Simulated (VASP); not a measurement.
# Co (C2/c) in VASP: single point with revPBE

Aim: the single point of Co with revPBE.

All numbers are computed with VASP 6.6.1; they aren't measurements. Logs are shortened: lines on timing, memory, paths and dates and some standing lists are left out, and cuts for length are marked.

## Step 1: The cell of the first run

The typed cell holds 2 atoms: a = 2.510 Å, b = 2.510 Å, c = 4.775 Å, α = 105.23°, β = 105.23°, γ = 120.01°.

## Step 2: Single point, revPBE, collinear spin, ferromagnetic start (11.08 Å³/atom)

INCAR

```
ALGO     = Normal         # electronic algorithm
EDIFF    = 1E-6           # SCF threshold, eV
ENCUT    = 520            # plane-wave cutoff, eV
GGA      = RE             # functional
ISIF     = 2              # what is computed and relaxed
ISMEAR   = -1             # smearing method
ISPIN    = 2              # spin polarisation
LASPH    = T              # aspherical terms in the spheres
LCHARG   = F              # write CHGCAR
LMAXMIX  = 4              # l up to which the mixer works
LORBIT   = 11             # projections on sites
LREAL    = F              # projectors in reciprocal space
LWAVE    = F              # write WAVECAR
MAGMOM   = 1.713 1.713    # initial moments
NBANDS   = 20             # bands
NELM     = 150            # most SCF steps
PREC     = Accurate       # precision mode
SIGMA    = 0.05           # smearing width, eV
```

KPOINTS

```
k-points
0
Gamma
  18 18 9
```

POSCAR

```
Co
1.0
   -1.6869458960      1.3870403934      1.2367302519
    1.3870403934     -1.6869458960      1.2367302519
    3.1316984304      3.1316984304     -1.7860077291
Co
2
Direct
    0.9584519035      0.0415480965      1.0000000000
    0.7915480965      0.2084519035      0.5000000000
```

Potentials or basis: VASP PAW PBE potentials, release 64 (Co).

Run with:

```console
$ cat potpaw_PBE.64/Co/POTCAR > POTCAR
$ mpirun -np 1 vasp_std > vasp.out
```

OUTCAR:

```text
EDIFF = 1E-6
   ENCUT = 520
   GGA = RE
   ISIF = 2
   ISMEAR = -1
   ISPIN = 2
   LASPH = T
   LORBIT = 11
   LREAL = F
   NELM = 150
   PREC = Accurate

 ion  position               nearest neighbor table
   1  0.958  0.042  0.000-   2 2.49   2 2.49   2 2.50   2 2.50   2 2.50   2 2.50
   2  0.792  0.208  0.500-   1 2.49   1 2.49   1 2.50   1 2.50   1 2.50   1 2.50

  Warning from LATTYP: Got some problem with cell dimensions!
  Tried to take original basis but could not verify dimensions!
  LATTYP: Found a base centered monoclinic cell.
 ALAT       =     2.5095604167
 B/A-ratio  =     1.7322846950
 C/A-ratio  =     1.6191422467
 COS(beta)  =    -0.0001811013

  Lattice vectors:

 A1 = (   1.6869458960,  -1.3870403934,  -1.2367302519)
 A2 = (  -1.3870403934,   1.6869458960,  -1.2367302519)
 A3 = (   2.8317929278,   2.8317929278,   0.6874527747)

Analysis of symmetry for initial positions (statically):
=====================================================================
 Subroutine PRICEL returns:
 Original cell was already a primitive cell.

 Routine SETGRP: Setting up the symmetry group for a
 base centered monoclinic supercell.

 Subroutine GETGRP returns: Found  4 space group operations
 (whereof  2 operations were pure point group operations)
 out of a pool of  4 trial point group operations.

The static configuration has the point symmetry C_2 .
 The point group associated with its full space group is C_2h.

Analysis of symmetry for dynamics (positions and initial velocities):
=====================================================================
 Subroutine PRICEL returns:
 Original cell was already a primitive cell.

 Routine SETGRP: Setting up the symmetry group for a
 base centered monoclinic supercell.

 Subroutine GETGRP returns: Found  4 space group operations
 (whereof  2 operations were pure point group operations)
 out of a pool of  4 trial point group operations.

The dynamic configuration has the point symmetry C_2 .
 The point group associated with its full space group is C_2h.

Analysis of structural, dynamic, and magnetic symmetry:
=====================================================================
 Subroutine PRICEL returns:
 Original cell was already a primitive cell.

 Routine SETGRP: Setting up the symmetry group for a
 base centered monoclinic supercell.

 Subroutine GETGRP returns: Found  4 space group operations
 (whereof  2 operations were pure point group operations)
 out of a pool of  4 trial point group operations.

The overall configuration has the point symmetry C_2 .
 The point group associated with its full space group is C_2h.

 Subroutine INISYM returns: Found  4 space group operations
 (whereof  2 operations are pure point group operations),
 and found     1 'primitive' translations

----------------------------------------------------------------------------------------

                                     Primitive cell

  volume of cell :      22.1650

  direct lattice vectors                    reciprocal lattice vectors
    -1.686945896  1.387040393  1.236730252    -0.038807524  0.286502971  0.434324795
     1.387040393 -1.686945896  1.236730252     0.286502971 -0.038807524  0.434324795
     3.131698430  3.131698430 -1.786007729     0.171517988  0.171517988  0.041592892

  length of vectors
     2.509814580  2.509814580  4.775446966     0.521754736  0.521754736  0.246103249

  position of ions in fractional coordinates (direct lattice)
     0.958451903  0.041548097  1.000000000
     0.791548097  0.208451903  0.500000000

  ion indices of the primitive-cell ions
   primitive index   ion index
                 1           1
                 2           2

----------------------------------------------------------------------------------------

 KPOINTS: k-points

Automatic generation of k-mesh.
 Grid dimensions read from file:
 generate k-points for:   18   18    9

 Generating k-lattice:

  Cartesian coordinates                     Fractional coordinates (reciprocal lattice)
    -0.002155974  0.015916832  0.024129155     0.055555556 -0.000000000  0.000000000
     0.015916832 -0.002155974  0.024129155    -0.000000000  0.055555556  0.000000000
     0.019057554  0.019057554  0.004621432     0.000000000  0.000000000  0.111111111

  Length of vectors
     0.028986374  0.028986374  0.027344805

  Shift w.r.t. Gamma in fractional coordinates (k-lattice)
     0.000000000  0.000000000  0.000000000

 Subroutine IBZKPT returns following result:
 ===========================================

 Found    775 irreducible k-points:

 Following reciprocal coordinates:
            Coordinates               Weight
  0.000000  0.000000  0.000000      1.000000
  0.055556 -0.000000  0.000000      4.000000
  0.111111 -0.000000  0.000000      4.000000
  0.166667 -0.000000  0.000000      4.000000
  0.222222 -0.000000  0.000000      4.000000
  0.277778  0.000000 -0.000000      4.000000
[... 16 lines left out ...]
 -0.277778  0.055556 -0.000000      4.000000
 -0.222222  0.055556 -0.000000      4.000000
 [... further k-points ...]
   k-points           NKPTS =    775   k-points in BZ     NKDIM =    775   number of bands    NBANDS=     20
   number of dos      NEDOS =    301   number of ions     NIONS =      2
   total plane-waves  NPLWV =  14400
   dimension x,y,z NGX =    20 NGY =   20 NGZ =   36
   dimension x,y,z NGXF=    40 NGYF=   40 NGZF=   72
   ions per type =               2
   NGX,Y,Z   is equivalent  to a cutoff of  13.25, 13.25, 12.53 a.u.
   NGXF,Y,Z  is equivalent  to a cutoff of  26.50, 26.50, 25.07 a.u.
 SYSTEM =  unknown system
   PREC   = accura    normal or accurate (medium, high low for compatibility)
   ISTART =      0    job   : 0-new  1-cont  2-samecut
   ICHARG =      2    charge: 1-file 2-atom 10-const
   ISPIN  =      2    spin polarized calculation?
   LNONCOLLINEAR =      F non collinear calculations
   LSORBIT =      F    spin-orbit coupling
   LASPH  =      T    aspherical Exc in radial PAW
   ENCUT  =  520.0 eV  38.22 Ry    6.18 a.u.   4.67  4.67  8.88*2*pi/ulx,y,z
   NELM   =    150;   NELMIN=  2; NELMDL= -5     # of ELM steps
   EDIFF  = 0.1E-05   stopping-criterion for ELM
   LREAL  =      F    real-space projection
   EDIFFG = 0.1E-04   stopping-criterion for IOM
   NSW    =      0    number of steps for IOM
   IBRION =     -1    ionic relax: 0-MD 1-quasi-New 2-CG
   NFREE  =      0    steps in history (QN), initial steepest desc. (CG)
   ISIF   =      2    stress and relaxation
   ISYM   =      2    0-nonsym 1-usesym 2-fastsym
   POTIM  = 0.5000    time-step for ionic-motion
   TEBEG  =    0.0;   TEEND  =   0.0 temperature during run
   PSTRESS=    0.0 pullay stress
   NELECT =      18.0000    total number of electrons
   NUPDOWN=      -1.0000    fix difference up-down
   EMIN   =  10.00;   EMAX   =-10.00  energy-range for DOS
   EFERMI =   0.00;   METHOD = LEGACY
   ISMEAR =    -1;   SIGMA  =   0.05  broadening in eV -4-tet -1-fermi 0-gaus
   EFERMI_NEDOS =   21; number of points for ismear=-14 and -15
   IALGO  =     38    algorithm
   IMIX   =      4    mixing-type and parameters
     AMIX     =   0.40;   BMIX     =  1.00
     AMIX_MAG =   1.60;   BMIX_MAG =  1.00
  volume/ion in A,a.u.               =      11.08        74.79
  Fermi-wavevector in a.u.,A,eV,Ry     =   1.527366  2.886304 31.740329  2.332848
  Thomas-Fermi vector in A             =   2.635272
   LORBIT       =     11    0 simple, 1 ext, 2 COOP (PROOUT), +10 PAW based schemes
   GGA     = RE    functional components
   LHFCALC =     F    Hartree Fock is set to
   AEXX    =    0.0000 exact exchange contribution
   IVDW    =     0    specifies the selected vdW correction
   LEPSILON=     F    determine dielectric tensor
   LRPA    =     F    only Hartree local field effects (RPA)
 spin polarized calculation
  energy-cutoff  :      520.00
  volume of cell :       22.16
 maximum number of plane-waves:       612
   NGX =  9   NGY =  9   NGZ = 17

 number of electron      18.0000003 magnetization       3.2072222

 Free energy of the ion-electron system (eV)
  ---------------------------------------------------
  ext. energy  EPLUGINS =         0.00000000
  ---------------------------------------------------
  free energy    TOTEN  =       -13.25594913 eV

  energy without entropy =      -13.24163152  energy(sigma->0) =      -13.24879032

 E-fermi :  10.0715     XC(G=0): -13.1973

 val. band max:       10.0688630414   @ k =  -0.1111  -0.2222   0.3333
 cond. band min:      10.0734740343   @ k =  -0.0556  -0.0000   0.2222
 fundamental gap:      0.0046109928
 Fermi energy:        10.0714831081

 spin component 1

 k-point     1 :       0.0000    0.0000    0.0000
  band No.  band energies     occupation
      1       1.3047      1.00000
      2       5.0360      1.00000
      3       7.4645      1.00000
      4       7.4881      1.00000
      5       7.4898      1.00000
      6       7.7866      1.00000
[... 12 lines left out ...]
     19      35.6255      0.00000
     20      35.6258      0.00000

 k-point     2 :       0.0556   -0.0000    0.0000
  band No.  band energies     occupation
      1       1.4421      1.00000
      2       5.0957      1.00000
      3       7.3380      1.00000
      4       7.5268      1.00000
      5       7.5815      1.00000
      6       7.7504      1.00000
[... 12 lines left out ...]
     19      37.0018      0.00000
     20      37.4428      0.00000
[... 465 lines left out ...]
      3       6.3598      1.00000
      4       6.8872      1.00000
      5       7.2741      1.00000
      6       7.7535      1.00000
[... 12 lines left out ...]
     19      33.8369      0.00000
     20      36.0744      0.00000

 k-point    24 :      -0.2222    0.0556   -0.0000
  band No.  band energies     occupation
      1       2.8710      1.00000
      2       5.7057      1.00000
      3       6.7947      1.00000
      4       6.9300      1.00000
      5       7.4294      1.00000
      6       7.7228      1.00000
[... 12 lines left out ...]
     19      35.0969      0.00000
     20      36.9435      0.00000

 [... further k-points ...]

 spin component 2

 k-point     1 :       0.0000    0.0000    0.0000
  band No.  band energies     occupation
      1       1.2411      1.00000
      2       5.9691      1.00000
      3       9.1171      1.00000
      4       9.1488      1.00000
      5       9.1515      1.00000
      6       9.5023      0.99999
[... 12 lines left out ...]
     19      35.8581      0.00000
     20      35.8589      0.00000

 k-point     2 :       0.0556   -0.0000    0.0000
  band No.  band energies     occupation
      1       1.3789      1.00000
      2       6.0208      1.00000
      3       8.9678      1.00000
      4       9.1929      1.00000
      5       9.2545      1.00000
      6       9.3919      1.00000
[... 12 lines left out ...]
     19      37.2446      0.00000
     20      37.5581      0.00000
[... 465 lines left out ...]
      3       7.5904      1.00000
      4       8.2864      1.00000
      5       8.8620      1.00000
      6       9.3180      1.00000
[... 12 lines left out ...]
     19      34.0905      0.00000
     20      36.2366      0.00000

 k-point    24 :      -0.2222    0.0556   -0.0000
  band No.  band energies     occupation
      1       2.8314      1.00000
      2       6.6073      1.00000
      3       7.9153      1.00000
      4       8.4240      1.00000
      5       9.0697      1.00000
      6       9.3411      1.00000
[... 12 lines left out ...]
     19      35.3307      0.00000
     20      37.0190      0.00000

 [... further k-points ...]

------------------------ aborting loop because EDIFF is reached ----------------------------------------

  FORCE on cell =-STRESS in cart. coord.  units (eV):
  Direction    XX          YY          ZZ          XY          YZ          ZX
  --------------------------------------------------------------------------------------
  -------------------------------------------------------------------------------------
  Total       -0.1337792     -0.1337792     -0.1314800     -0.0056022     -0.0028051     -0.0028050
  in kB       -9.6701227     -9.6701227     -9.5039273     -0.4049491     -0.2027625     -0.2027596
  external PRESSURE =      -9.6147242 kB  Pullay stress =       0.0000000 kB

 VOLUME and BASIS-vectors are now :
 -----------------------------------------------------------------------------
  energy-cutoff  :      520.00
  volume of cell :       22.16
      direct lattice vectors                 reciprocal lattice vectors
    -1.686945896  1.387040393  1.236730252    -0.038807524  0.286502971  0.434324795
     1.387040393 -1.686945896  1.236730252     0.286502971 -0.038807524  0.434324795
     3.131698430  3.131698430 -1.786007729     0.171517988  0.171517988  0.041592892

 POSITION                                       TOTAL-FORCE (eV/Angst)
 -----------------------------------------------------------------------------------
     -1.55923      1.25932      1.23673         0.004794     -0.004794     -0.000000
      0.51968      2.31211      0.34373        -0.004794      0.004794      0.000000
 -----------------------------------------------------------------------------------
    total drift:                                0.000000      0.000000     -0.000000

  FREE ENERGIE OF THE ION-ELECTRON SYSTEM (eV)
  ---------------------------------------------------
  free  energy   TOTEN  =       -13.2559491295 eV

  energy  without entropy=      -13.2416315174  energy(sigma->0) =      -13.24879032

 total charge

# of ion       s       p       d       tot
------------------------------------------
    1        0.481   0.504   7.249   8.233
    2        0.481   0.504   7.249   8.233
--------------------------------------------------
tot          0.961   1.007  14.498  16.467

 magnetization (x)

# of ion       s       p       d       tot
------------------------------------------
    1       -0.016  -0.060   1.708   1.632
    2       -0.016  -0.060   1.708   1.632
--------------------------------------------------
tot         -0.033  -0.119   3.416   3.264
```

Wall time 8.3 min (1 thread of Intel Xeon 6975P-C (Granite Rapids), shared host); peak memory 0.54 GiB.

Results:

```
Free energy                                           : -13.2559 eV
Pressure                                              : -1.0 GPa
Largest force                                         : 0.007 eV/Å
Net moment                                            : 3.21 μB per cell
Site moments                                          : Co +1.63 μB
Valence electrons inside the program's atomic spheres : Co 8.23
```

Forces in eV/Å, atoms in the order of the input:
```
Co   0.005 -0.005  0.000
Co  -0.005  0.005  0.000
```

Levels at points of the mesh, in eV from the Fermi level:
Spin up:
| k point | band 8 | band 9 | band 10 | band 11 | band 12 | band 13 | band 14 | band 15 |
| --- | --- | --- | --- | --- | --- | --- | --- | --- |
| (0.00, 0.00, 0.00) | -1.95 | -1.95 | -0.90 | -0.90 | -0.07 | 6.15 | 21.80 | 24.21 |
| (0.50, 0.00, 0.00) | -1.10 | -0.68 | -0.68 | 1.57 | 1.58 | 7.07 | 7.07 | 18.10 |
| (0.50, 0.50, 0.00) | -0.77 | -0.69 | -0.62 | 1.24 | 3.20 | 9.53 | 10.17 | 12.51 |
Spin down:
```csv
k point,band 4,band 5,band 6,band 7,band 8,band 9,band 10,band 11
"(0.00, 0.00, 0.00)",-0.92,-0.92,-0.57,-0.57,-0.20,-0.15,-0.15,1.02
"(0.50, 0.00, 0.00)",-2.30,-0.05,-0.04,0.23,0.23,1.24,1.24,2.14
"(0.50, 0.50, 0.00)",-1.84,-1.06,-1.00,-0.60,1.15,1.27,1.31,2.46
```

Caveat: the PAW data sets were made with another functional, which shifts forces and pressure a little.
